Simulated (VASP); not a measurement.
# Sr (P6/mmm) in VASP: a series of runs

The runs below take Sr through relaxation of cell and atoms, single point, with PBE.

Everything below comes from runs of VASP 6.6.1. Logs are shortened: lines on timing, memory, paths and dates and some standing lists are left out, and cuts for length are marked.

**1. The cell of the first run**

The structure is hexagonal, space group P6/mmm (No. 191). Conventional cell: a = 6.044 Å, b = 6.044 Å, c = 3.534 Å, α = 90.00°, β = 90.00°, γ = 120.00°. Sr (site symmetry 6/mmm) has 14 Sr at 3.53 to 3.91 Å within 4.6 Å. Within 4.6 Å of Sr (site symmetry -6m2) lie 11 Sr at 3.49 to 3.91 Å.

This isn't the form of Sr at room conditions, which is fcc.

**2. Relaxation of cell and atoms, PBE, target pressure 8.2 GPa, at which the enthalpy is minimised**

File INCAR:

```
SYSTEM = Sr
ALGO = Normal
EDIFF = 1E-7
EDIFFG = -0.005
ENCUT = 600
GGA = PE
IBRION = 2
ISIF = 3
ISMEAR = -1
LASPH = .TRUE.
LCHARG = .FALSE.
LREAL = .FALSE.
LWAVE = .FALSE.
NELM = 60
NSW = 32
PREC = Accurate
PSTRESS = 82.0
SIGMA = 0.05
```

File KPOINTS:

```
k-points
0
G
  6 6 9
  0 0 0
```

File POSCAR:

```
Sr
1.0
    6.0438069346      0.0000000000      0.0000000000
   -3.0219034673      5.2340903410      0.0000000000
    0.0000000000      0.0000000000      3.5337407422
Sr
3
Direct
    0.0000000000      0.0000000000      0.0000000000
    0.3333333333      0.6666666667      0.5000000000
    0.6666666667      0.3333333333      0.5000000000
```

Potentials or basis: VASP PAW PBE potentials, release 64 (Sr_sv).

Run with:

```console
$ cat potpaw_PBE.64/Sr_sv/POTCAR > POTCAR
$ mpirun -np 1 vasp_std > vasp.out
```

OUTCAR:

```text
SYSTEM = Sr
   EDIFF = 1E-7
   EDIFFG = -0.005
   ENCUT = 600
   GGA = PE
   IBRION = 2
   ISIF = 3
   ISMEAR = -1
   LASPH = .TRUE.
   LREAL = .FALSE.
   NELM = 60
   NSW = 32
   PREC = Accurate
   PSTRESS = 82.0

 ion  position               nearest neighbor table
   1  0.000  0.000  0.000-   2 3.91   3 3.91   2 3.91   3 3.91   3 3.91   3 3.91   2 3.91   2 3.91
                             3 3.91   3 3.91   2 3.91   2 3.91
   2  0.333  0.667  0.500-   3 3.49   3 3.49   3 3.49   1 3.91   1 3.91   1 3.91   1 3.91   1 3.91
                             1 3.91   3 4.97   3 4.97   3 4.97   3 4.97   3 4.97   3 4.97
   3  0.667  0.333  0.500-   2 3.49   2 3.49   2 3.49   1 3.91   1 3.91   1 3.91   1 3.91   1 3.91
                             1 3.91   2 4.97   2 4.97   2 4.97   2 4.97   2 4.97   2 4.97

  LATTYP: Found a hexagonal cell.
 ALAT       =     6.0438069346
 C/A-ratio  =     0.5846878930

  Lattice vectors:

 A1 = (   6.0438069346,   0.0000000000,   0.0000000000)
 A2 = (  -3.0219034673,   5.2340903410,   0.0000000000)
 A3 = (   0.0000000000,   0.0000000000,   3.5337407422)

Analysis of symmetry for initial positions (statically):
=====================================================================
 Subroutine PRICEL returns:
 Original cell was already a primitive cell.

 Routine SETGRP: Setting up the symmetry group for a
 hexagonal supercell.

 Subroutine GETGRP returns: Found 24 space group operations
 (whereof 24 operations were pure point group operations)
 out of a pool of 24 trial point group operations.

The static configuration has the point symmetry D_6h.

Analysis of symmetry for dynamics (positions and initial velocities):
=====================================================================
 Subroutine PRICEL returns:
 Original cell was already a primitive cell.

 Routine SETGRP: Setting up the symmetry group for a
 hexagonal supercell.

 Subroutine GETGRP returns: Found 24 space group operations
 (whereof 24 operations were pure point group operations)
 out of a pool of 24 trial point group operations.

The dynamic configuration has the point symmetry D_6h.

 Subroutine INISYM returns: Found 24 space group operations
 (whereof 24 operations are pure point group operations),
 and found     1 'primitive' translations

----------------------------------------------------------------------------------------

                                     Primitive cell

  volume of cell :     111.7858

  direct lattice vectors                    reciprocal lattice vectors
     6.043806935  0.000000000  0.000000000     0.165458627  0.095527583  0.000000000
    -3.021903467  5.234090341  0.000000000     0.000000000  0.191055166  0.000000000
     0.000000000  0.000000000  3.533740742     0.000000000  0.000000000  0.282986238

  length of vectors
     6.043806935  6.043806935  3.533740742     0.191055166  0.191055166  0.282986238

  position of ions in fractional coordinates (direct lattice)
     0.000000000  0.000000000  0.000000000
     0.333333333  0.666666667  0.500000000
     0.666666667  0.333333333  0.500000000

  ion indices of the primitive-cell ions
   primitive index   ion index
                 1           1
                 2           2
                 3           3

----------------------------------------------------------------------------------------

 KPOINTS: k-points

Automatic generation of k-mesh.
 Grid dimensions read from file:
 generate k-points for:    6    6    9

 Generating k-lattice:

  Cartesian coordinates                     Fractional coordinates (reciprocal lattice)
[... 64 lines left out ...]
   IBRION =      2    ionic relax: 0-MD 1-quasi-New 2-CG
   NFREE  =      1    steps in history (QN), initial steepest desc. (CG)
   ISIF   =      3    stress and relaxation
   ISYM   =      2    0-nonsym 1-usesym 2-fastsym
   POTIM  = 0.5000    time-step for ionic-motion
   TEBEG  =    0.0;   TEEND  =   0.0 temperature during run
   PSTRESS=   82.0 pullay stress
   NELECT =      30.0000    total number of electrons
   NUPDOWN=      -1.0000    fix difference up-down
   EMIN   =  10.00;   EMAX   =-10.00  energy-range for DOS
   EFERMI =   0.00;   METHOD = LEGACY
   ISMEAR =    -1;   SIGMA  =   0.05  broadening in eV -4-tet -1-fermi 0-gaus
   EFERMI_NEDOS =   21; number of points for ismear=-14 and -15
   IALGO  =     38    algorithm
   IMIX   =      4    mixing-type and parameters
     AMIX     =   0.40;   BMIX     =  1.00
     AMIX_MAG =   1.60;   BMIX_MAG =  1.00
  volume/ion in A,a.u.               =      37.26       251.46
  Fermi-wavevector in a.u.,A,eV,Ry     =   1.055974  1.995501 15.171590  1.115080
  Thomas-Fermi vector in A             =   2.191192
   LORBIT       =      0    0 simple, 1 ext, 2 COOP (PROOUT), +10 PAW based schemes
   GGA     = PE    functional components
   LHFCALC =     F    Hartree Fock is set to
   AEXX    =    0.0000 exact exchange contribution
   IVDW    =     0    specifies the selected vdW correction
   LEPSILON=     F    determine dielectric tensor
   LRPA    =     F    only Hartree local field effects (RPA)
 conjugate gradient relaxation of ions
 non-spin polarized calculation
  energy-cutoff  :      600.00
  volume of cell :      111.79
 maximum number of plane-waves:      3758
   NGX = 25   NGY = 25   NGZ = 15

--------------------------------------- Ionic step        1  -------------------------------------------

 number of electron      29.9999999 magnetization

 Free energy of the ion-electron system (eV)
  ---------------------------------------------------
  ext. energy  EPLUGINS =         0.00000000
  ---------------------------------------------------
  free energy    TOTEN  =        -3.72712726 eV

  energy without entropy =       -3.69735624  energy(sigma->0) =       -3.71224175

------------------------ aborting loop because EDIFF is reached ----------------------------------------

  FORCE on cell =-STRESS in cart. coord.  units (eV):
  Direction    XX          YY          ZZ          XY          YZ          ZX
  --------------------------------------------------------------------------------------
  -------------------------------------------------------------------------------------
  Total        5.7643416      5.7643416      5.7622990      0.0000000      0.0000000      0.0000000
  in kB       82.6178352     82.6178352     82.5885597      0.0000000      0.0000000      0.0000000
  external PRESSURE =       0.6080767 kB  Pullay stress =      82.0000000 kB

 VOLUME and BASIS-vectors are now :
 -----------------------------------------------------------------------------
  energy-cutoff  :      600.00
  volume of cell :      111.79
      direct lattice vectors                 reciprocal lattice vectors
     6.043806935  0.000000000  0.000000000     0.165458627  0.095527583  0.000000000
    -3.021903467  5.234090341  0.000000000     0.000000000  0.191055166  0.000000000
     0.000000000  0.000000000  3.533740742     0.000000000  0.000000000  0.282986238

 POSITION                                       TOTAL-FORCE (eV/Angst)
 -----------------------------------------------------------------------------------
      0.00000      0.00000      0.00000        -0.000000      0.000000      0.000000
     -0.00000      3.48939      1.76687         0.000000     -0.000000      0.000000
      3.02190      1.74470      1.76687        -0.000000      0.000000      0.000000
 -----------------------------------------------------------------------------------
    total drift:                               -0.000000      0.000000     -0.000000

  FREE ENERGIE OF THE ION-ELECTRON SYSTEM (eV)
  ---------------------------------------------------
  free  energy   TOTEN  =        -3.7271272565 eV

  energy  without entropy=       -3.6973562384  energy(sigma->0) =       -3.71224175

  enthalpy is  TOTEN    =         1.9941072678 eV   P V=        5.7212345243

--------------------------------------- Ionic step        2  -------------------------------------------

 number of electron      29.9999999 magnetization

 Free energy of the ion-electron system (eV)
  ---------------------------------------------------
  ext. energy  EPLUGINS =         0.00000000
  ---------------------------------------------------
  free energy    TOTEN  =        -3.73888171 eV

  energy without entropy =       -3.70920007  energy(sigma->0) =       -3.72404089

 E-fermi :   3.0155     XC(G=0):  -8.6308

 val. band max:        3.0024886105   @ k =   0.0000   0.0000   0.1111
 cond. band min:       3.0181001982   @ k =   0.1667   0.1667   0.4444
 fundamental gap:      0.0156115877
 Fermi energy:         3.0155034553

 k-point     1 :       0.0000    0.0000    0.0000
  band No.  band energies     occupation
      1     -32.8998      2.00000
      2     -32.7997      2.00000
      3     -32.7675      2.00000
      4     -15.1847      2.00000
      5     -15.1847      2.00000
      6     -14.9697      2.00000
[... 505 lines left out ...]
      6     -15.1079      2.00000
[... 11 lines left out ...]
     18       3.9153      0.00000
     19       4.7564      0.00000

 [... further k-points ...]

------------------------ aborting loop because EDIFF is reached ----------------------------------------

  FORCE on cell =-STRESS in cart. coord.  units (eV):
  Direction    XX          YY          ZZ          XY          YZ          ZX
  --------------------------------------------------------------------------------------
  -------------------------------------------------------------------------------------
  Total        5.7276154      5.7276154      5.7280467      0.0000000     -0.0000000      0.0000000
  in kB       81.9236631     81.9236631     81.9298314      0.0000000     -0.0000000      0.0000000
  external PRESSURE =      -0.0742808 kB  Pullay stress =      82.0000000 kB

 VOLUME and BASIS-vectors are now :
 -----------------------------------------------------------------------------
  energy-cutoff  :      600.00
  volume of cell :      112.01
      direct lattice vectors                 reciprocal lattice vectors
     6.047996501  0.000000000  0.000000000     0.165344011  0.095461409 -0.000000000
    -3.023998251  5.237718612  0.000000000    -0.000000000  0.190922819 -0.000000000
    -0.000000000  0.000000000  3.536074259     0.000000000 -0.000000000  0.282799491

 POSITION                                       TOTAL-FORCE (eV/Angst)
 -----------------------------------------------------------------------------------
     -0.00000      0.00000      0.00000         0.000000      0.000000      0.000000
     -0.00000      3.49181      1.76804        -0.000000      0.000000      0.000000
      3.02400      1.74591      1.76804         0.000000     -0.000000      0.000000
 -----------------------------------------------------------------------------------
    total drift:                               -0.000000      0.000000     -0.000000

  FREE ENERGIE OF THE ION-ELECTRON SYSTEM (eV)
  ---------------------------------------------------
  free  energy   TOTEN  =        -3.7388817098 eV

  energy  without entropy=       -3.7092000684  energy(sigma->0) =       -3.72404089

  enthalpy is  TOTEN    =         1.9940707578 eV   P V=        5.7329524676

 reached required accuracy - stopping structural energy minimisation
```

It took 2.2 min on 1 thread of Intel Xeon Platinum 8259CL at 2.50GHz (Skylake/Cascade Lake), shared host; peak memory 0.29 GiB.

Results:

| Quantity | Value |
| --- | --- |
| Free energy | -3.7389 eV |
| Relaxed volume | 37.34 Å³/atom |
| Relaxed cell | a = 6.048 Å, b = 6.048 Å, c = 3.536 Å, α = 90.00°, β = 90.00°, γ = 120.00° |
| Space group after relaxing (to 0.1 Å) | P6/mmm (No. 191) |
| Energy change on relaxing (the run minimises the enthalpy) | -3.9 meV/atom |
| Ionic steps | 2 |
| Pressure after relaxing | 8.2 GPa |
| Band gap on the k mesh | zero (bands 15 and 16 overlap by 0.69 eV) |

The path:
| step | energy change (eV) | largest force (eV/Å) | pressure (GPa) | volume (Å³) |
| --- | --- | --- | --- | --- |
| 1 | 0.0000 | 0.0000 | 8.26 | 111.79 |
| 2 | -0.0118 | 0.0000 | 8.19 | 112.01 |

Final structure:
```xyz
3
Lattice="6.0480 0.0000 0.0000 -3.0240 5.2377 0.0000 0.0000 0.0000 3.5361" Properties=species:S:1:pos:R:3 pbc="T T T"
Sr    0.0000    0.0000    0.0000
Sr    0.0000    3.4918    1.7680
Sr    3.0240    1.7459    1.7680
```

Levels at points of the mesh, in eV from the Fermi level:
```csv
k point,band 11,band 12,band 13,band 14,band 15,band 16,band 17,band 18,band 19
"(0.00, 0.00, 0.00)",-17.57,-17.54,-4.02,-0.28,0.50,0.50,0.57,0.57,1.03
"(0.50, 0.00, 0.00)",-17.61,-17.57,-2.31,-2.18,-1.23,1.01,1.22,1.28,1.41
```

Caveat: the cell is relaxed towards a set pressure, so the run minimises the enthalpy, not the energy.

**3. Relaxation of cell and atoms, PBE, target pressure 8.2 GPa, at which the enthalpy is minimised**

This run uses another cell than the first one, of 37.54 Å³/atom.

File INCAR:

```
PREC = Accurate
ENCUT = 600
EDIFF = 1E-6
ISMEAR = -1
SIGMA = 0.05
LREAL = False
LASPH = True
NELM = 100
ALGO = Normal
ISIF = 3
LWAVE = False
LCHARG = False
GGA = PE
IBRION = 2
NSW = 60
EDIFFG = -0.005
PSTRESS = 82.0
```

File KPOINTS:

```
Automatic mesh
0
Gamma
  6 6 9
```

File POSCAR:

```
Sr
1.0
    5.9413788304      0.0000000000      0.0000000000
   -2.9706894152      5.1453850006      0.0000000000
    0.0000000000      0.0000000000      3.6836548749
Sr
3
Direct
    0.0000000000      0.0000000000      0.0000000000
    0.3333333333      0.6666666667      0.5000000000
    0.6666666667      0.3333333333      0.5000000000
```

Potentials or basis: VASP PAW PBE potentials, release 64 (Sr_sv).

Run with:

```console
$ cat potpaw_PBE.64/Sr_sv/POTCAR > POTCAR
$ mpirun -np 1 vasp_std > vasp.out
```

It took 4.5 min on 1 thread of Intel Xeon Platinum 8259CL at 2.50GHz (Skylake/Cascade Lake), shared host; peak memory 0.3 GiB.

The run converged. Its results:

- Free energy: -3.7374 eV
- Relaxed volume: 37.33 Å³/atom
- Relaxed cell: a = 6.048 Å, b = 6.048 Å, c = 3.535 Å, α = 90.00°, β = 90.00°, γ = 120.00°
- Space group after relaxing (to 0.1 Å): P6/mmm (No. 191)
- Energy change on relaxing (the run minimises the enthalpy): -4.4 meV/atom
- Ionic steps: 6
- Pressure after relaxing: 8.2 GPa
- Band gap on the k mesh: zero (bands 15 and 16 overlap by 0.69 eV)

The path:
```csv
step,energy change (eV),largest force (eV/Å),pressure (GPa),volume (Å³)
1,0.0000,0.0000,8.03,112.61
2,-0.0023,0.0000,8.23,111.91
3,0.0131,0.0000,8.36,111.48
4,0.0152,0.0000,8.36,111.44
5,-0.0200,0.0000,8.16,112.12
6,-0.0131,0.0000,8.20,111.98
```

Final structure:
```cif
data_structure
_symmetry_space_group_name_H-M 'P 1'
_symmetry_Int_Tables_number 1
_cell_length_a 6.0477
_cell_length_b 6.0477
_cell_length_c 3.5354
_cell_angle_alpha 90.000
_cell_angle_beta 90.000
_cell_angle_gamma 120.000
_cell_volume 111.98
loop_
_atom_site_label
_atom_site_type_symbol
_atom_site_fract_x
_atom_site_fract_y
_atom_site_fract_z
_atom_site_occupancy
Sr1 Sr 0.00000 0.00000 0.00000 1
Sr2 Sr 0.33333 0.66667 0.50000 1
Sr3 Sr 0.66667 0.33333 0.50000 1
```

Levels at points of the mesh, in eV from the Fermi level:
```tsv
k point	band 11	band 12	band 13	band 14	band 15	band 16	band 17	band 18	band 19
(0.00, 0.00, 0.00)	-17.57	-17.54	-4.02	-0.28	0.50	0.50	0.57	0.57	1.03
(0.50, 0.00, 0.00)	-17.61	-17.57	-2.31	-2.18	-1.23	1.01	1.22	1.28	1.41
```

Caveat: the cell is relaxed towards a set pressure, so the run minimises the enthalpy, not the energy.

**4. Single point, PBE**

File INCAR:

```
SYSTEM = Sr
  PREC = Accurate
  ENCUT = 520
  EDIFF = 1E-7
  ISMEAR = -1
  SIGMA = 0.05
  LREAL = .False.
  LASPH = .True.
  NELM = 80
  ALGO = Normal
  ISIF = 2
  LWAVE = .False.
  LCHARG = .True.
  GGA = PE
  LELF = .True.
  LVHAR = .True.
  NBANDS = 22
```

File KPOINTS:

```
regular mesh
0
Gamma
  6 6 9
  0 0 0
```

File POSCAR:

```
Sr
1.0
    6.0438069346      0.0000000000      0.0000000000
   -3.0219034673      5.2340903410      0.0000000000
    0.0000000000      0.0000000000      3.5337407422
Sr
3
Direct
    0.0000000000      0.0000000000      0.0000000000
    0.3333333333      0.6666666667      0.5000000000
    0.6666666667      0.3333333333      0.5000000000
```

Run with:

```console
$ cat potpaw_PBE.64/Sr_sv/POTCAR > POTCAR
$ mpirun -np 1 vasp_std > vasp.out
```

It took 45 s on 1 thread of Intel Xeon 6975P-C (Granite Rapids), shared host; peak memory 0.26 GiB.

Results (log left out):

```yaml
Free_energy: -3.7275 eV
Pressure: 8.3 GPa
Band_gap_on_the_k_mesh: zero (bands 15 and 16 overlap by 0.69 eV)
```

Levels at points of the mesh, in eV from the Fermi level:
| k point | band 13 | band 14 | band 15 | band 16 | band 17 | band 18 |
| --- | --- | --- | --- | --- | --- | --- |
| (0.00, 0.00, 0.00) | -4.02 | -0.28 | 0.50 | 0.50 | 0.58 | 0.58 |
| (0.50, 0.00, 0.00) | -2.31 | -2.18 | -1.23 | 1.02 | 1.23 | 1.28 |

Caveat: the cell stands under pressure.

**5. Overview**

| task | cell | cutoff (eV) | gap on the mesh (eV) | pressure (GPa) |
| --- | --- | --- | --- | --- |
| relaxation of cell and atoms | relaxed to 8.2 GPa from a = 6.044, b = 6.044, c = 3.534 Å, angles 90.0, 90.0, 120.0°, 3 atoms | 600 | none | 8.2 |
| relaxation of cell and atoms | relaxed to 8.2 GPa from a = 5.941, b = 5.941, c = 3.684 Å, angles 90.0, 90.0, 120.0°, 3 atoms | 600 | none | 8.2 |
| single point | a = 6.044, b = 6.044, c = 3.534 Å, angles 90.0, 90.0, 120.0°, 3 atoms | 520 | none | 8.3 |

Alike in all rows: level PBE; potentials or basis VASP PAW PBE potentials, release 64 (Sr_sv); no spin polarisation; k mesh 6 × 6 × 9; smearing fermi-dirac 0.05 eV.

Caveats: the cell is relaxed towards a set pressure, so the run minimises the enthalpy, not the energy (at least some runs); the cell stands under pressure (at least some runs).

Total energies depend on the potentials used, so only differences within one code and one set of settings carry meaning.
